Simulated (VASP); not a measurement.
Input of a VASP 6.6.1 run:

The input INCAR:

```
SYSTEM = MgO
PREC = Accurate ; ENCUT = 520
EDIFF = 1E-7 ; ISMEAR = -1
SIGMA = 0.02 ; LREAL = .FALSE.
LASPH = .TRUE. ; NELM = 100
ALGO = Normal ; ISIF = 2
LWAVE = .FALSE. ; LCHARG = .FALSE.
GGA = PE ; NBANDS = 11
```

The input KPOINTS:

```
Automatic mesh
0
G
  10 10 10
  0 0 0
```

The input POSCAR:

```
MgO
1.0
    0.0000000000      1.9894912433      1.9894912433
    1.9894912433      0.0000000000      1.9894912433
    1.9894912433      1.9894912433      0.0000000000
Mg O
1 1
Direct
    0.0000000000      0.0000000000      0.0000000000
    0.5000000000      0.5000000000      0.5000000000
```

Potentials or basis: VASP PAW PBE potentials, release 64 (Mg, O).

Launch:

```console
$ cat potpaw_PBE.64/Mg/POTCAR potpaw_PBE.64/O/POTCAR > POTCAR
$ mpirun -np 1 vasp_std > vasp.out
```

Q: What does it give for the band gap on the k mesh?

A: 6.58 eV, direct.

Q: What does it give for the pressure?

A: 44.7 GPa.

Caveat: the cell differs from its parent crystal (strain -5.4%).
